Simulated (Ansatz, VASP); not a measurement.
# BP: VASP beside Ansatz

```
CELL_PARAMETERS angstrom
0.00000 2.24538 2.25661
2.24538 0.00000 2.25661
2.24538 2.24538 0.00000
ATOMIC_POSITIONS crystal
B 0.00000 0.00000 0.00000
P 0.75000 0.75000 0.75000
```

Change from the starting cell: z stretched by +0.5 %, x and y held, PAW files.

Alike in both runs: task single point; functional LDA; k mesh 8 × 8 × 8; no spin polarisation.

```csv
,VASP,Ansatz
version,VASP 6.6.1,Ansatz 0.2.0
potentials or method,"VASP PAW LDA potentials, release 64 (B, P)","PAW with Ansatz's default frozen-core files, scalar-relativistic"
plane-wave cutoff (eV),520,420
occupations,"gaussian, width 0.01 eV",fixed
valence electrons in the cell,8,8
```

|  | VASP | Ansatz | Ansatz less VASP |
| --- | --- | --- | --- |
| gap on the k mesh at the Fermi level (eV) | 1.15 | 1.15 | 0.000 |
| pressure (GPa) | -1.0 | -0.9 | +0.11 |
| traceless stress, the component that is largest in VASP (GPa) | -0.91 | -0.91 | +0.001 |

LDA's correlation is that of Perdew and Zunger in VASP and of Perdew and Wang (1992) in Ansatz.
